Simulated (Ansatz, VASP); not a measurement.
**Two plane-wave programs on W**

File INCAR:

```
SYSTEM = W
PREC = Accurate
ENCUT = 500
EDIFF = 1E-6
ISMEAR = 0
SIGMA = 0.15
LREAL = .False.
LASPH = .True.
NELM = 120
ALGO = Normal
ISIF = 2
LWAVE = .False.
LCHARG = .True.
GGA = PE
LELF = .True.
LVHAR = .True.
NBANDS = 13
GGA_COMPAT = .False.
```

KPOINTS

```
regular mesh
0
Gamma
  20 20 20
  0 0 0
```

Contents of POSCAR:

```
W
1.0
   -1.6771650000      1.5973000000      1.6771650000
    1.5174350000     -1.5973000000      1.5174350000
    1.6771650000      1.5973000000     -1.6771650000
W
1
Direct
    0.0000000000      0.0000000000      0.0000000000
```

Input for Ansatz:

```yaml
crystal:
  lattice:
    - [-1.677165, 1.5973, 1.677165]
    - [1.517435, -1.5973, 1.517435]
    - [1.677165, 1.5973, -1.677165]
  atoms:
    - { symbol: W, position: [0.0, 0.0, 0.0] }
basis:
  ecutwfc: 420
kpoints:
  mp_grid: { grid: [20, 20, 20] }
hamiltonian:
  xc: pbe
scf:
  occupations: { method: gaussian, width: 0.15 }
output:
  forces: true
  stress: true
  eigenvalues: true
```

Change from the starting cell: strain -0.1000 x Voigt [0, 0, 0, 0, 1, 0], atoms carried along.

Alike in both runs: task single point; functional PBE; k mesh 20 × 20 × 20; occupations gaussian, width 0.15 eV; no spin polarisation.

|  | VASP | Ansatz |
| --- | --- | --- |
| version | VASP 6.6.1 | Ansatz 0.2.0 |
| potentials or method | VASP PAW PBE potentials, release 64 (W_sv), cutoff 500 eV | scalar-relativistic, plane waves, PAW |
| valence electrons in the cell | 14 | 14 |

Ansatz gave:

```
gap on the k mesh at the Fermi level (eV)                     : none
pressure (GPa)                                                : -0.6
traceless stress, the component that is largest in VASP (GPa) : 14.40
```

Problem. Which values does VASP return?

Solution. gap on the k mesh at the Fermi level (eV): none; pressure (GPa): -0.1; traceless stress, the component that is largest in VASP (GPa): 14.59.

A gap of «none» marks a metal or a gap that the smearing closes. With one functional, cell and mesh, what is left measures potentials, basis and numerics.

Spin-orbit coupling is off throughout.
